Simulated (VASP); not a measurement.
# S (Fd-3m) in VASP: notebook

Runs on S. Level: r2SCAN. Tasks: single point.

Program: VASP 6.6.1. These are calculated values, not measurements. Logs are shortened: lines on timing, memory, paths and dates and some standing lists are left out, and cuts for length are marked.

## 1. The cell of the first run

Symmetry: Fd-3m, No. 227, cubic system. Conventional cell: a = 5.694 Å, b = 5.694 Å, c = 5.694 Å, α = 90.00°, β = 90.00°, γ = 90.00°. S (site symmetry -43m) has 4 S at 2.47 Å within 3.3 Å.

This isn't the form of S at room conditions, which is orthorhombic, of S8 rings.

## 2. Single point, r2SCAN

File POSCAR:

```
S
1.0
    0.0000000000      2.8471361078      2.8471361078
    2.8471361078      0.0000000000      2.8471361078
    2.8471361078      2.8471361078      0.0000000000
S
2
Direct
    0.0000000000      0.0000000000      0.0000000000
    0.2500000000      0.2500000000      0.2500000000
```

File INCAR.step1:

```
ALGO = Normal
EDIFF = 1E-4
ENCUT = 520
GGA = PE
ISMEAR = -1
LASPH = True
LCHARG = False
LREAL = False
LWAVE = True
NBANDS = 13
NELM = 60
PREC = Accurate
SIGMA = 0.1
```

File INCAR.step2:

```
ALGO = Normal
EDIFF = 1E-6
ENCUT = 520
ISIF = 2
ISMEAR = -1
ISTART = 1
LASPH = True
LCHARG = False
LMIXTAU = True
LREAL = False
LWAVE = False
METAGGA = R2SCAN
NBANDS = 13
NELM = 60
PREC = Accurate
SIGMA = 0.1
```

File KPOINTS:

```
k-points
0
Gamma
  10 10 10
```

Potentials or basis: VASP PAW PBE potentials, release 64 (S).

Run with:

```sh
$ cat potpaw_PBE.64/S/POTCAR > POTCAR
$ cp INCAR.step1 INCAR
$ mpirun -np 1 vasp_std > vasp.out
$ cp INCAR.step2 INCAR
$ mpirun -np 1 vasp_std > vasp.out
```

OUTCAR:

```text
EDIFF = 1E-6
   ENCUT = 520
   ISIF = 2
   ISMEAR = -1
   ISTART = 1
   LASPH = True
   LREAL = False
   METAGGA = R2SCAN
   NELM = 60
   PREC = Accurate

 ion  position               nearest neighbor table
   1  0.000  0.000  0.000-   2 2.47   2 2.47   2 2.47   2 2.47
   2  0.250  0.250  0.250-   1 2.47   1 2.47   1 2.47   1 2.47

  LATTYP: Found a face centered cubic cell.
 ALAT       =     5.6942722156

  Lattice vectors:

 A1 = (   0.0000000000,   2.8471361078,   2.8471361078)
 A2 = (   2.8471361078,   0.0000000000,   2.8471361078)
 A3 = (   2.8471361078,   2.8471361078,   0.0000000000)

Analysis of symmetry for initial positions (statically):
=====================================================================
 Subroutine PRICEL returns:
 Original cell was already a primitive cell.

 Routine SETGRP: Setting up the symmetry group for a
 face centered cubic supercell.

 Subroutine GETGRP returns: Found 48 space group operations
 (whereof 24 operations were pure point group operations)
 out of a pool of 48 trial point group operations.

The static configuration has the point symmetry T_d .
 The point group associated with its full space group is O_h .

Analysis of symmetry for dynamics (positions and initial velocities):
=====================================================================
 Subroutine PRICEL returns:
 Original cell was already a primitive cell.

 Routine SETGRP: Setting up the symmetry group for a
 face centered cubic supercell.

 Subroutine GETGRP returns: Found 48 space group operations
 (whereof 24 operations were pure point group operations)
 out of a pool of 48 trial point group operations.

The dynamic configuration has the point symmetry T_d .
 The point group associated with its full space group is O_h .

 Subroutine INISYM returns: Found 48 space group operations
 (whereof 24 operations are pure point group operations),
 and found     1 'primitive' translations

----------------------------------------------------------------------------------------

                                     Primitive cell

  volume of cell :      46.1588

  direct lattice vectors                    reciprocal lattice vectors
     0.000000000  2.847136108  2.847136108    -0.175615068  0.175615068  0.175615068
     2.847136108  0.000000000  2.847136108     0.175615068 -0.175615068  0.175615068
     2.847136108  2.847136108  0.000000000     0.175615068  0.175615068 -0.175615068

  length of vectors
     4.026458498  4.026458498  4.026458498     0.304174220  0.304174220  0.304174220

  position of ions in fractional coordinates (direct lattice)
     0.000000000  0.000000000  0.000000000
     0.250000000  0.250000000  0.250000000

  ion indices of the primitive-cell ions
   primitive index   ion index
                 1           1
                 2           2

----------------------------------------------------------------------------------------

 KPOINTS: k-points

Automatic generation of k-mesh.
 Grid dimensions read from file:
 generate k-points for:   10   10   10

 Generating k-lattice:

  Cartesian coordinates                     Fractional coordinates (reciprocal lattice)
    -0.017561507  0.017561507  0.017561507     0.100000000  0.000000000  0.000000000
     0.017561507 -0.017561507  0.017561507     0.000000000  0.100000000  0.000000000
     0.017561507  0.017561507 -0.017561507     0.000000000  0.000000000  0.100000000

  Length of vectors
     0.030417422  0.030417422  0.030417422

  Shift w.r.t. Gamma in fractional coordinates (k-lattice)
     0.000000000  0.000000000  0.000000000

 Subroutine IBZKPT returns following result:
 ===========================================

 Found     47 irreducible k-points:

 Following reciprocal coordinates:
            Coordinates               Weight
  0.000000  0.000000  0.000000      1.000000
  0.100000  0.000000  0.000000      8.000000
  0.200000  0.000000  0.000000      8.000000
  0.300000  0.000000  0.000000      8.000000
  0.400000  0.000000  0.000000      8.000000
  0.500000  0.000000  0.000000      4.000000
[... 16 lines left out ...]
  0.300000  0.300000  0.000000      6.000000
  0.400000  0.300000  0.000000     24.000000
 [... further k-points ...]
   k-points           NKPTS =     47   k-points in BZ     NKDIM =     47   number of bands    NBANDS=     13
   number of dos      NEDOS =    301   number of ions     NIONS =      2
   total plane-waves  NPLWV =  27000
   dimension x,y,z NGX =    30 NGY =   30 NGZ =   30
   dimension x,y,z NGXF=    60 NGYF=   60 NGZF=   60
   ions per type =               2
   NGX,Y,Z   is equivalent  to a cutoff of  12.39, 12.39, 12.39 a.u.
   NGXF,Y,Z  is equivalent  to a cutoff of  24.77, 24.77, 24.77 a.u.
 SYSTEM =  unknown system
   PREC   = accura    normal or accurate (medium, high low for compatibility)
   ISTART =      1    job   : 0-new  1-cont  2-samecut
   ICHARG =      0    charge: 1-file 2-atom 10-const
   ISPIN  =      1    spin polarized calculation?
   LNONCOLLINEAR =      F non collinear calculations
   LSORBIT =      F    spin-orbit coupling
   LASPH  =      T    aspherical Exc in radial PAW
   ENCUT  =  520.0 eV  38.22 Ry    6.18 a.u.   7.49  7.49  7.49*2*pi/ulx,y,z
   NELM   =     60;   NELMIN=  2; NELMDL=  0     # of ELM steps
   EDIFF  = 0.1E-05   stopping-criterion for ELM
   LREAL  =      F    real-space projection
   EDIFFG = 0.1E-04   stopping-criterion for IOM
   NSW    =      0    number of steps for IOM
   IBRION =     -1    ionic relax: 0-MD 1-quasi-New 2-CG
   NFREE  =      0    steps in history (QN), initial steepest desc. (CG)
   ISIF   =      2    stress and relaxation
   ISYM   =      2    0-nonsym 1-usesym 2-fastsym
   POTIM  = 0.5000    time-step for ionic-motion
   TEBEG  =    0.0;   TEEND  =   0.0 temperature during run
   PSTRESS=    0.0 pullay stress
   NELECT =      12.0000    total number of electrons
   NUPDOWN=      -1.0000    fix difference up-down
   EMIN   =  10.00;   EMAX   =-10.00  energy-range for DOS
   EFERMI =   0.00;   METHOD = LEGACY
   ISMEAR =    -1;   SIGMA  =   0.10  broadening in eV -4-tet -1-fermi 0-gaus
   EFERMI_NEDOS =   21; number of points for ismear=-14 and -15
   IALGO  =     38    algorithm
   IMIX   =      4    mixing-type and parameters
     AMIX     =   0.40;   BMIX     =  1.00
     AMIX_MAG =   1.60;   BMIX_MAG =  1.00
  volume/ion in A,a.u.               =      23.08       155.75
  Fermi-wavevector in a.u.,A,eV,Ry     =   1.044841  1.974464 14.853391  1.091693
  Thomas-Fermi vector in A             =   2.179611
   LORBIT       =      0    0 simple, 1 ext, 2 COOP (PROOUT), +10 PAW based schemes
   METAGGA = R2SCAN    functional components
   LHFCALC =     F    Hartree Fock is set to
   AEXX    =    0.0000 exact exchange contribution
   IVDW    =     0    specifies the selected vdW correction
   LEPSILON=     F    determine dielectric tensor
   LRPA    =     F    only Hartree local field effects (RPA)
 non-spin polarized calculation
  energy-cutoff  :      520.00
  volume of cell :       46.16
 maximum number of plane-waves:      1266
 NGX is ok and might be reduce to    30
   NGX = 15   NGY = 15   NGZ = 15

 number of electron      12.0000003 magnetization

 Free energy of the ion-electron system (eV)
  ---------------------------------------------------
  ext. energy  EPLUGINS =         0.00000000
  ---------------------------------------------------
  free energy    TOTEN  =       -13.74937917 eV

  energy without entropy =      -13.69175363  energy(sigma->0) =      -13.72056640

 E-fermi :   3.8455     XC(G=0):  -9.4986

 val. band max:        3.8187579650   @ k =  -0.3000   0.1000   0.0000
 cond. band min:       3.8810610755   @ k =  -0.4000   0.2000   0.1000
 fundamental gap:      0.0623031105
 Fermi energy:         3.8454517434

 k-point     1 :       0.0000    0.0000    0.0000
  band No.  band energies     occupation
      1     -13.1215      2.00000
      2      -5.4066      2.00000
      3      -0.4357      2.00000
      4      -0.4357      2.00000
      5      -0.4357      2.00000
      6       2.7773      1.99995
      7       2.7773      1.99995
      8       2.7773      1.99995
      9       9.8040      0.00000
     10      12.0376      0.00000
     11      12.0376      0.00000
     12      14.9261      0.00000
     13      14.9261      0.00000

 k-point     2 :       0.1000    0.0000    0.0000
  band No.  band energies     occupation
      1     -13.0307      2.00000
      2      -5.7457      2.00000
      3      -0.5462      2.00000
      4      -0.5462      2.00000
      5      -0.3720      2.00000
      6       2.9450      1.99975
      7       2.9450      1.99975
      8       2.9733      1.99967
      9      10.1432      0.00000
     10      11.7831      0.00000
     11      11.7831      0.00000
     12      14.6501      0.00000
     13      15.5244      0.00000

 k-point     3 :       0.2000    0.0000    0.0000
  band No.  band energies     occupation
      1     -12.7683      2.00000
      2      -6.5570      2.00000
      3      -0.7935      2.00000
      4      -0.7935      2.00000
      5      -0.3628      2.00000
      6       3.3308      1.98843
      7       3.3308      1.98843
      8       3.6325      1.78750
      9      10.8896      0.00000
     10      11.4916      0.00000
     11      11.4916      0.00000
     12      14.3244      0.00000
     13      16.7103      0.00000

 k-point     4 :       0.3000    0.0000    0.0000
  band No.  band energies     occupation
      1     -12.3722      2.00000
      2      -7.5059      2.00000
      3      -1.0440      2.00000
      4      -1.0440      2.00000
      5      -0.4957      2.00000
      6       3.7229      1.54624
      7       3.7229      1.54620
      8       4.6659      0.00055
      9      11.3854      0.00000
     10      11.6088      0.00000
     11      11.6088      0.00000
     12      14.2477      0.00000
     13      16.7958      0.00000

 k-point     5 :       0.4000    0.0000    0.0000
  band No.  band energies     occupation
      1     -11.9466      2.00000
      2      -8.3147      2.00000
      3      -1.2174      2.00000
      4      -1.2173      2.00000
      5      -0.6420      2.00000
      6       3.9796      0.41438
      7       3.9797      0.41434
      8       5.7107      0.00000
      9      11.5378      0.00000
     10      12.2363      0.00000
     11      12.2363      0.00000
     12      13.2615      0.00000
     13      15.3539      0.00000
[... 257 lines left out ...]
 k-point    22 :      -0.2000    0.2000    0.0000
  band No.  band energies     occupation
      1     -12.2193      2.00000
      2      -7.7578      2.00000
      3      -2.0740      2.00000
      4      -1.0262      2.00000
      5       0.5806      2.00000
      6       3.7248      1.53939
      7       3.7809      1.31211
      8       4.7853      0.00017
      9      10.7819      0.00000
     10      11.4744      0.00000
     11      12.1009      0.00000
     12      15.7016      0.00000
     13      15.8648      0.00000

 k-point    23 :       0.3000    0.3000    0.0000
  band No.  band energies     occupation
      1     -12.0535      2.00000
      2      -8.0287      2.00000
      3      -1.7773      2.00000
      4      -1.7772      2.00000
      5       1.4527      2.00000
      6       1.8949      2.00000
      7       5.1859      0.00000
      8       5.1859      0.00000
      9       9.5704      0.00000
     10      12.4656      0.00000
     11      13.6197      0.00000
     12      15.8973      0.00000
     13      15.8973      0.00000

 k-point    24 :       0.4000    0.3000    0.0000
  band No.  band energies     occupation
      1     -11.6481      2.00000
      2      -8.6758      2.00000
      3      -2.1020      2.00000
      4      -1.9326      2.00000
      5       1.5921      2.00000
      6       2.0947      2.00000
      7       5.5749      0.00000
      8       5.6097      0.00000
      9       9.8391      0.00000
     10      12.2110      0.00000
     11      14.0952      0.00000
     12      15.1898      0.00000
     13      15.9318      0.00000

 [... further k-points ...]

------------------------ aborting loop because EDIFF is reached ----------------------------------------

  FORCE on cell =-STRESS in cart. coord.  units (eV):
  Direction    XX          YY          ZZ          XY          YZ          ZX
  --------------------------------------------------------------------------------------
  -------------------------------------------------------------------------------------
  Total        0.4492798      0.4492798      0.4492798      0.0000000     -0.0000000      0.0000000
  in kB       15.5945477     15.5945477     15.5945477      0.0000000     -0.0000000      0.0000000
  external PRESSURE =      15.5945477 kB  Pullay stress =       0.0000000 kB

 VOLUME and BASIS-vectors are now :
 -----------------------------------------------------------------------------
  energy-cutoff  :      520.00
  volume of cell :       46.16
      direct lattice vectors                 reciprocal lattice vectors
     0.000000000  2.847136108  2.847136108    -0.175615068  0.175615068  0.175615068
     2.847136108  0.000000000  2.847136108     0.175615068 -0.175615068  0.175615068
     2.847136108  2.847136108  0.000000000     0.175615068  0.175615068 -0.175615068

 POSITION                                       TOTAL-FORCE (eV/Angst)
 -----------------------------------------------------------------------------------
      0.00000      0.00000      0.00000         0.000000      0.000000      0.000000
      1.42357      1.42357      1.42357        -0.000000     -0.000000     -0.000000
 -----------------------------------------------------------------------------------
    total drift:                                0.000000     -0.000000     -0.000000

  FREE ENERGIE OF THE ION-ELECTRON SYSTEM (eV)
  ---------------------------------------------------
  free  energy   TOTEN  =       -13.7493791680 eV

  energy  without entropy=      -13.6917536295  energy(sigma->0) =      -13.72056640
```

Run time: 93 s. Hardware: 1 thread of Intel Xeon 6975P-C (Granite Rapids), shared host; peak memory 0.17 GiB.

What came out:

```
Free energy            : -13.7494 eV
Pressure               : 1.6 GPa
Band gap on the k mesh : zero (bands 6 and 7 overlap by 1.40 eV)
```

Levels at points of the mesh, in eV from the Fermi level:
```
           k point  band 2  band 3  band 4  band 5  band 6  band 7  band 8  band 9  band 10  band 11
(0.00, 0.00, 0.00)   -9.25   -4.28   -4.28   -4.28   -1.07   -1.07   -1.07    5.96     8.19     8.19
(0.50, 0.00, 0.00)  -12.51   -5.12   -5.12   -4.55    0.22    0.22    2.35    7.87     8.63     9.07
(0.50, 0.50, 0.00)  -14.15   -6.07   -6.07   -2.13   -2.13    2.62    2.62    7.20     7.20    10.59
```

Caveat: the PAW data sets were made with another functional, which shifts forces and pressure a little.

(Part 1 of 2 ends here.)

The gap in the log of VASP goes by the Fermi energy; the results here count the filled bands.